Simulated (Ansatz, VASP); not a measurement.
**One calculation of InP, two programs**

```xyz
2
Lattice="0.0000 2.7688 2.7688 2.7688 0.0000 2.7688 2.7688 2.7688 0.0000" Properties=species:S:1:pos:R:3 pbc="T T T"
In    0.0000    0.0000    0.0000
P     2.7688    2.7688    2.7688
```

Alike in both runs: task relaxation of cell and atoms; functional HSE06; k mesh 4 × 4 × 4; occupations fermi-dirac, width 0.05 eV; no spin polarisation.

|  | VASP | Ansatz |
| --- | --- | --- |
| version | VASP 6.6.1 | Ansatz 0.2.0 |
| potentials or method | VASP PAW PBE potentials, release 64 (In_d, P) | Ansatz PAW |
| plane-wave cutoff (eV) | 600 | 420 |
| valence electrons in the cell | 18 | 18 |

VASP gave:

```
gap on the k mesh at the Fermi level, each at its own relaxed structure (eV) : none
relaxed volume (Å³/atom)                                                     : 20.62
relaxed length of the cell vector where the two differ most in proportion (Å)              : 3.878
```

Problem. Which values does Ansatz return?

Solution. gap on the k mesh at the Fermi level, each at its own relaxed structure (eV): none; relaxed volume (Å³/atom): 20.61; relaxed length of the cell vector where the two differ most in proportion (Å): 3.877.

A gap of «none» marks a metal or a gap that the smearing closes.

The k mesh is coarse, so the values compare programs but aren't converged. Noted on Ansatz's run: the plane-wave basis is chosen anew once the cell has moved, so the energies of steps on either side of that aren't comparable.
